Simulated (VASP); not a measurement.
# K (Pm-3m) in VASP: a series of runs

K is run at these levels: r2SCAN; tasks: single point.

All numbers are computed with VASP 6.6.1; they aren't measurements. Logs are shortened: lines on timing, memory, paths and dates and some standing lists are left out, and cuts for length are marked.

## (1) The cell of the first run

The structure is cubic, space group Pm-3m (No. 221). The conventional cell has a = 4.067 Å, b = 4.067 Å, c = 4.067 Å, α = 90.00°, β = 90.00°, γ = 90.00°. K (site symmetry m-3m) has 6 K at 4.07 Å within 5.3 Å.

This isn't the form of K at room conditions, which is bcc.

## (2) Single point, r2SCAN (67.27 Å³/atom)

File POSCAR:

```
K
1.0
    4.0670570559      0.0000000000      0.0000000000
    0.0000000000      4.0670570559      0.0000000000
    0.0000000000      0.0000000000      4.0670570559
K
1
Direct
    0.0000000000      0.0000000000      0.0000000000
```

File INCAR.step1:

```
PREC = Accurate ; ENCUT = 520
ISMEAR = 0 ; SIGMA = 0.15
LREAL = F ; LASPH = T
NELM = 100 ; NBANDS = 10
GGA = PE ; ALGO = Normal
EDIFF = 1E-4 ; LWAVE = T
LCHARG = F
```

File INCAR.step2:

```
PREC = Accurate ; ENCUT = 520
EDIFF = 1E-7 ; ISMEAR = 0
SIGMA = 0.15 ; LREAL = F
LASPH = T ; NELM = 100
ALGO = Normal ; ISIF = 2
LWAVE = F ; LCHARG = T
METAGGA = R2SCAN ; LMIXTAU = T
LELF = T ; LVHAR = T
NBANDS = 10 ; ISTART = 1
```

File KPOINTS:

```
Automatic mesh
0
Gamma
  12 12 12
```

Potentials or basis: VASP PAW PBE potentials, release 64 (K_sv).

Started as:

```
cat potpaw_PBE.64/K_sv/POTCAR > POTCAR
cp INCAR.step1 INCAR
mpirun -np 1 vasp_std > vasp.out
cp INCAR.step2 INCAR
mpirun -np 1 vasp_std > vasp.out
```

OUTCAR:

```text
PREC = Accurate
   ENCUT = 520
   EDIFF = 1E-7
   ISMEAR = 0
   LREAL = F
   LASPH = T
   NELM = 100
   ISIF = 2
   METAGGA = R2SCAN
   ISTART = 1

 ion  position               nearest neighbor table
   1  0.000  0.000  0.000-

  LATTYP: Found a simple cubic cell.
 ALAT       =     4.0670570559

  Lattice vectors:

 A1 = (   4.0670570559,   0.0000000000,   0.0000000000)
 A2 = (   0.0000000000,   4.0670570559,   0.0000000000)
 A3 = (   0.0000000000,   0.0000000000,   4.0670570559)

Analysis of symmetry for initial positions (statically):
=====================================================================
 Subroutine PRICEL returns:
 Original cell was already a primitive cell.

 Routine SETGRP: Setting up the symmetry group for a
 simple cubic supercell.

 Subroutine GETGRP returns: Found 48 space group operations
 (whereof 48 operations were pure point group operations)
 out of a pool of 48 trial point group operations.

The static configuration has the point symmetry O_h .

Analysis of symmetry for dynamics (positions and initial velocities):
=====================================================================
 Subroutine PRICEL returns:
 Original cell was already a primitive cell.

 Routine SETGRP: Setting up the symmetry group for a
 simple cubic supercell.

 Subroutine GETGRP returns: Found 48 space group operations
 (whereof 48 operations were pure point group operations)
 out of a pool of 48 trial point group operations.

The dynamic configuration has the point symmetry O_h .

 Subroutine INISYM returns: Found 48 space group operations
 (whereof 48 operations are pure point group operations),
 and found     1 'primitive' translations

----------------------------------------------------------------------------------------

                                     Primitive cell

  volume of cell :      67.2730

  direct lattice vectors                    reciprocal lattice vectors
     4.067057056  0.000000000  0.000000000     0.245878036  0.000000000  0.000000000
     0.000000000  4.067057056  0.000000000     0.000000000  0.245878036  0.000000000
     0.000000000  0.000000000  4.067057056     0.000000000  0.000000000  0.245878036

  length of vectors
     4.067057056  4.067057056  4.067057056     0.245878036  0.245878036  0.245878036

[... 80 lines left out ...]
   EDIFFG = 0.1E-05   stopping-criterion for IOM
   NSW    =      0    number of steps for IOM
   IBRION =     -1    ionic relax: 0-MD 1-quasi-New 2-CG
   NFREE  =      0    steps in history (QN), initial steepest desc. (CG)
   ISIF   =      2    stress and relaxation
   ISYM   =      2    0-nonsym 1-usesym 2-fastsym
   POTIM  = 0.5000    time-step for ionic-motion
   TEBEG  =    0.0;   TEEND  =   0.0 temperature during run
   PSTRESS=    0.0 pullay stress
   NELECT =       9.0000    total number of electrons
   NUPDOWN=      -1.0000    fix difference up-down
   EMIN   =  10.00;   EMAX   =-10.00  energy-range for DOS
   EFERMI =   0.00;   METHOD = LEGACY
   ISMEAR =     0;   SIGMA  =   0.15  broadening in eV -4-tet -1-fermi 0-gaus
   EFERMI_NEDOS =   21; number of points for ismear=-14 and -15
   IALGO  =     38    algorithm
   IMIX   =      4    mixing-type and parameters
     AMIX     =   0.40;   BMIX     =  1.00
     AMIX_MAG =   1.60;   BMIX_MAG =  1.00
  volume/ion in A,a.u.               =      67.27       453.98
  Fermi-wavevector in a.u.,A,eV,Ry     =   0.837289  1.582247  9.538404  0.701053
  Thomas-Fermi vector in A             =   1.951154
   LORBIT       =      0    0 simple, 1 ext, 2 COOP (PROOUT), +10 PAW based schemes
   METAGGA = R2SCAN    functional components
   LHFCALC =     F    Hartree Fock is set to
   AEXX    =    0.0000 exact exchange contribution
   IVDW    =     0    specifies the selected vdW correction
   LEPSILON=     F    determine dielectric tensor
   LRPA    =     F    only Hartree local field effects (RPA)
 non-spin polarized calculation
 Gauss-broadening in eV      SIGMA  =   0.15
  energy-cutoff  :      520.00
  volume of cell :       67.27
 maximum number of plane-waves:      1856
   NGX = 15   NGY = 15   NGZ = 15

 number of electron       9.0000003 magnetization

 Free energy of the ion-electron system (eV)
  ---------------------------------------------------
  ext. energy  EPLUGINS =         0.00000000
  ---------------------------------------------------
  free energy    TOTEN  =        -5.88551226 eV

  energy without entropy =       -5.87706780  energy(sigma->0) =       -5.88129003

 E-fermi :   0.1828     XC(G=0):  -6.1191

 val. band max:        0.1265803165   @ k =   0.4167   0.2500   0.0000
 cond. band min:       0.1848103641   @ k =   0.4167   0.2500   0.0833
 fundamental gap:      0.0582300476
 Fermi energy:         0.1827502360

 k-point     1 :       0.0000    0.0000    0.0000
  band No.  band energies     occupation
      1     -33.6807      2.00000
      2     -16.3243      2.00000
      3     -16.3243      2.00000
      4     -16.3243      2.00000
      5      -2.2302      2.00000
      6       3.3985      0.00000
      7       3.3985      0.00000
      8       7.1959      0.00000
      9       7.1959      0.00000
     10       7.1959      0.00000
[... 287 lines left out ...]
 k-point    24 :       0.4167    0.3333    0.0000
  band No.  band energies     occupation
      1     -33.6664      2.00000
      2     -16.4425      2.00000
      3     -16.4143      2.00000
      4     -16.3036      2.00000
      5       0.4878      0.00403
      6       1.9982      0.00000
      7       3.1979      0.00000
      8       4.2170      0.00000
      9       5.8744      0.00000
     10       6.2091      0.00000

 [... further k-points ...]

------------------------ aborting loop because EDIFF is reached ----------------------------------------

  FORCE on cell =-STRESS in cart. coord.  units (eV):
  Direction    XX          YY          ZZ          XY          YZ          ZX
  --------------------------------------------------------------------------------------
  -------------------------------------------------------------------------------------
  Total        0.2581015      0.2581015      0.2581015     -0.0000000      0.0000000     -0.0000000
  in kB        6.1469586      6.1469586      6.1469586     -0.0000000      0.0000000     -0.0000000
  external PRESSURE =       6.1469586 kB  Pullay stress =       0.0000000 kB

 VOLUME and BASIS-vectors are now :
 -----------------------------------------------------------------------------
  energy-cutoff  :      520.00
  volume of cell :       67.27
      direct lattice vectors                 reciprocal lattice vectors
     4.067057056  0.000000000  0.000000000     0.245878036  0.000000000  0.000000000
     0.000000000  4.067057056  0.000000000     0.000000000  0.245878036  0.000000000
     0.000000000  0.000000000  4.067057056     0.000000000  0.000000000  0.245878036

 POSITION                                       TOTAL-FORCE (eV/Angst)
 -----------------------------------------------------------------------------------
      0.00000      0.00000      0.00000         0.000000      0.000000      0.000000
 -----------------------------------------------------------------------------------
    total drift:                                0.000000      0.000000     -0.000000

  FREE ENERGIE OF THE ION-ELECTRON SYSTEM (eV)
  ---------------------------------------------------
  free  energy   TOTEN  =        -5.8855122605 eV

  energy  without entropy=       -5.8770677995  energy(sigma->0) =       -5.88129003
```

OSZICAR.step1:

```text
N       E                     dE             d eps       ncg     rms          rms(c)
DAV:   1     0.454412064740E+02    0.45441E+02   -0.36023E+03  1680   0.698E+02
DAV:   2     0.706595625604E+00   -0.44735E+02   -0.44057E+02  1796   0.193E+02
DAV:   3    -0.858498190225E+00   -0.15651E+01   -0.15519E+01  2582   0.282E+01
DAV:   4    -0.927341330925E+00   -0.68843E-01   -0.68449E-01  2314   0.489E+00
DAV:   5    -0.929113371516E+00   -0.17720E-02   -0.17716E-02  2590   0.547E-01    0.224E+00
DAV:   6    -0.927333335268E+00    0.17800E-02   -0.26148E-03  2368   0.343E-01    0.142E+00
DAV:   7    -0.926439779464E+00    0.89356E-03   -0.51551E-03  2172   0.437E-01    0.883E-02
DAV:   8    -0.926471385303E+00   -0.31606E-04   -0.50679E-04  2282   0.224E-01
   1 F= -.92647139E+00 E0= -.92210092E+00  d E =-.874094E-02
```

Wall time 3.1 min (1 thread of Intel Xeon Platinum 8259CL at 2.50GHz (Skylake/Cascade Lake), shared host); peak memory 0.19 GiB.

What came out:

| Property | Result |
| --- | --- |
| Free energy | -5.8855 eV |
| Pressure | 0.6 GPa |
| Band gap on the k mesh | zero (an odd number of electrons rules out a gap without spin polarisation) |

Caveat: the PAW data sets were made with another functional, which shifts forces and pressure a little.

## (3) Single point, r2SCAN (71.55 Å³/atom)

This run uses another cell than the first one, of 71.55 Å³/atom.

File POSCAR:

```
K
1.0
    4.1513858052      0.0000000000      0.0000000000
    0.0000000000      4.1513858052      0.0000000000
    0.0000000000      0.0000000000      4.1513858052
K
1
Direct
    0.0000000000      0.0000000000      0.0000000000
```

File INCAR.step1:

```
SYSTEM = K
PREC     = Accurate       ! precision mode
ENCUT    = 520            ! plane-wave cutoff, eV
ISMEAR   = 0              ! smearing method
SIGMA    = 0.15           ! smearing width, eV
LREAL    = .FALSE.        ! projectors in reciprocal space
LASPH    = .TRUE.         ! aspherical terms in the spheres
NELM     = 80             ! most SCF steps
NBANDS   = 10             ! bands
GGA      = PE             ! functional
ALGO     = Normal         ! electronic algorithm
EDIFF    = 1E-4           ! SCF threshold, eV
LWAVE    = .TRUE.         ! write WAVECAR
LCHARG   = .FALSE.        ! write CHGCAR
```

File INCAR.step2:

```
SYSTEM = K
PREC     = Accurate       ! precision mode
ENCUT    = 520            ! plane-wave cutoff, eV
EDIFF    = 1E-6           ! SCF threshold, eV
ISMEAR   = 0              ! smearing method
SIGMA    = 0.15           ! smearing width, eV
LREAL    = .FALSE.        ! projectors in reciprocal space
LASPH    = .TRUE.         ! aspherical terms in the spheres
NELM     = 80             ! most SCF steps
ALGO     = Normal         ! electronic algorithm
ISIF     = 2              ! what is computed and relaxed
LWAVE    = .FALSE.        ! write WAVECAR
LCHARG   = .FALSE.        ! write CHGCAR
METAGGA  = R2SCAN         ! meta-GGA
LMIXTAU  = .TRUE.       
NBANDS   = 10             ! bands
ISTART   = 1
```

File KPOINTS:

```
Automatic mesh
0
G
  12 12 12
  0 0 0
```

Potentials or basis: VASP PAW PBE potentials, release 64 (K_sv).

Started as:

```
cat potpaw_PBE.64/K_sv/POTCAR > POTCAR
cp INCAR.step1 INCAR
mpirun -np 1 vasp_std > vasp.out
cp INCAR.step2 INCAR
mpirun -np 1 vasp_std > vasp.out
```

OUTCAR:

```text
SYSTEM = K
   PREC = Accurate
   ENCUT = 520
   EDIFF = 1E-6
   ISMEAR = 0
   LREAL = .FALSE.
   LASPH = .TRUE.
   NELM = 80
   ISIF = 2
   METAGGA = R2SCAN
   ISTART = 1

 ion  position               nearest neighbor table
   1  0.000  0.000  0.000-

  LATTYP: Found a simple cubic cell.
 ALAT       =     4.1513858052

  Lattice vectors:

 A1 = (   4.1513858052,   0.0000000000,   0.0000000000)
 A2 = (   0.0000000000,   4.1513858052,   0.0000000000)
 A3 = (   0.0000000000,   0.0000000000,   4.1513858052)

Analysis of symmetry for initial positions (statically):
=====================================================================
 Subroutine PRICEL returns:
 Original cell was already a primitive cell.

 Routine SETGRP: Setting up the symmetry group for a
 simple cubic supercell.

 Subroutine GETGRP returns: Found 48 space group operations
 (whereof 48 operations were pure point group operations)
 out of a pool of 48 trial point group operations.

The static configuration has the point symmetry O_h .

Analysis of symmetry for dynamics (positions and initial velocities):
=====================================================================
 Subroutine PRICEL returns:
 Original cell was already a primitive cell.

 Routine SETGRP: Setting up the symmetry group for a
 simple cubic supercell.

 Subroutine GETGRP returns: Found 48 space group operations
 (whereof 48 operations were pure point group operations)
 out of a pool of 48 trial point group operations.

The dynamic configuration has the point symmetry O_h .

 Subroutine INISYM returns: Found 48 space group operations
 (whereof 48 operations are pure point group operations),
 and found     1 'primitive' translations

[... 114 lines left out ...]
  Fermi-wavevector in a.u.,A,eV,Ry     =   0.820281  1.550106  9.154825  0.672861
  Thomas-Fermi vector in A             =   1.931235
   LORBIT       =      0    0 simple, 1 ext, 2 COOP (PROOUT), +10 PAW based schemes
   METAGGA = R2SCAN    functional components
   LHFCALC =     F    Hartree Fock is set to
   AEXX    =    0.0000 exact exchange contribution
   IVDW    =     0    specifies the selected vdW correction
   LEPSILON=     F    determine dielectric tensor
   LRPA    =     F    only Hartree local field effects (RPA)
 non-spin polarized calculation
 Gauss-broadening in eV      SIGMA  =   0.15
  energy-cutoff  :      520.00
  volume of cell :       71.55
 maximum number of plane-waves:      1956
 NGX is ok and might be reduce to    32
   NGX = 15   NGY = 15   NGZ = 15

 number of electron       9.0000001 magnetization

 Free energy of the ion-electron system (eV)
  ---------------------------------------------------
  ext. energy  EPLUGINS =         0.00000000
  ---------------------------------------------------
  free energy    TOTEN  =        -5.89869660 eV

  energy without entropy =       -5.89010449  energy(sigma->0) =       -5.89440054

 E-fermi :   0.0385     XC(G=0):  -5.9596

 val. band max:       -0.0167502233   @ k =   0.4167   0.2500   0.0000
 cond. band min:       0.0406535984   @ k =   0.4167   0.2500   0.0833
 fundamental gap:      0.0574038217
 Fermi energy:         0.0385052938

 k-point     1 :       0.0000    0.0000    0.0000
  band No.  band energies     occupation
      1     -33.8428      2.00000
      2     -16.4954      2.00000
      3     -16.4954      2.00000
      4     -16.4954      2.00000
      5      -2.2928      2.00000
      6       3.2557      0.00000
      7       3.2557      0.00000
      8       6.9196      0.00000
      9       6.9196      0.00000
     10       6.9196      0.00000
[... 287 lines left out ...]
 k-point    24 :       0.4167    0.3333    0.0000
  band No.  band energies     occupation
      1     -33.8318      2.00000
      2     -16.5929      2.00000
      3     -16.5697      2.00000
      4     -16.4783      2.00000
      5       0.3484      0.00348
      6       1.7969      0.00000
      7       2.9588      0.00000
      8       3.9802      0.00000
      9       5.6442      0.00000
     10       5.9673      0.00000

 [... further k-points ...]

------------------------ aborting loop because EDIFF is reached ----------------------------------------

  FORCE on cell =-STRESS in cart. coord.  units (eV):
  Direction    XX          YY          ZZ          XY          YZ          ZX
  --------------------------------------------------------------------------------------
  -------------------------------------------------------------------------------------
  Total        0.1500258      0.1500258      0.1500258      0.0000000      0.0000000     -0.0000000
  in kB        3.3596756      3.3596756      3.3596756      0.0000000      0.0000000     -0.0000000
  external PRESSURE =       3.3596756 kB  Pullay stress =       0.0000000 kB

 VOLUME and BASIS-vectors are now :
 -----------------------------------------------------------------------------
  energy-cutoff  :      520.00
  volume of cell :       71.55
      direct lattice vectors                 reciprocal lattice vectors
     4.151385805  0.000000000  0.000000000     0.240883417  0.000000000  0.000000000
     0.000000000  4.151385805  0.000000000     0.000000000  0.240883417  0.000000000
     0.000000000  0.000000000  4.151385805     0.000000000  0.000000000  0.240883417

 POSITION                                       TOTAL-FORCE (eV/Angst)
 -----------------------------------------------------------------------------------
      0.00000      0.00000      0.00000         0.000000      0.000000      0.000000
 -----------------------------------------------------------------------------------
    total drift:                                0.000000     -0.000000      0.000000

  FREE ENERGIE OF THE ION-ELECTRON SYSTEM (eV)
  ---------------------------------------------------
  free  energy   TOTEN  =        -5.8986966022 eV

  energy  without entropy=       -5.8901044864  energy(sigma->0) =       -5.89440054
```

OUTCAR.step1:

```text
SYSTEM = K
   PREC = Accurate
   ENCUT = 520
   ISMEAR = 0
   LREAL = .FALSE.
   LASPH = .TRUE.
[... 529 lines left out ...]
 POSITION                                       TOTAL-FORCE (eV/Angst)
 -----------------------------------------------------------------------------------
      0.00000      0.00000      0.00000         0.000000      0.000000      0.000000
 -----------------------------------------------------------------------------------
    total drift:                                0.000000      0.000000      0.000000

  FREE ENERGIE OF THE ION-ELECTRON SYSTEM (eV)
  ---------------------------------------------------
  free  energy   TOTEN  =        -0.9392765588 eV

  energy  without entropy=       -0.9302908207  energy(sigma->0) =       -0.93478369
```

OSZICAR.step1:

```text
N       E                     dE             d eps       ncg     rms          rms(c)
DAV:   1     0.475228230209E+02    0.47523E+02   -0.36507E+03  1680   0.697E+02
DAV:   2     0.774923791337E+00   -0.46748E+02   -0.46100E+02  1808   0.193E+02
DAV:   3    -0.890583137325E+00   -0.16655E+01   -0.16620E+01  2606   0.290E+01
DAV:   4    -0.939610341727E+00   -0.49027E-01   -0.48898E-01  2312   0.450E+00
DAV:   5    -0.941378142064E+00   -0.17678E-02   -0.17660E-02  2586   0.565E-01    0.205E+00
DAV:   6    -0.939988065121E+00    0.13901E-02   -0.21129E-03  2440   0.305E-01    0.130E+00
DAV:   7    -0.939237322155E+00    0.75074E-03   -0.43587E-03  2250   0.401E-01    0.837E-02
DAV:   8    -0.939276558797E+00   -0.39237E-04   -0.40378E-04  2208   0.197E-01
   1 F= -.93927656E+00 E0= -.93478369E+00  d E =-.898574E-02
```

Wall time 2.2 min (1 thread of Intel Xeon Platinum 8259CL at 2.50GHz (Skylake/Cascade Lake), shared host); peak memory 0.21 GiB.

What came out:

* Free energy: -5.8987 eV
* Pressure: 0.3 GPa
* Band gap on the k mesh: zero (an odd number of electrons rules out a gap without spin polarisation)

Caveat: the PAW data sets were made with another functional, which shifts forces and pressure a little.

The gap in the log of VASP goes by the Fermi energy; the results here count the filled bands.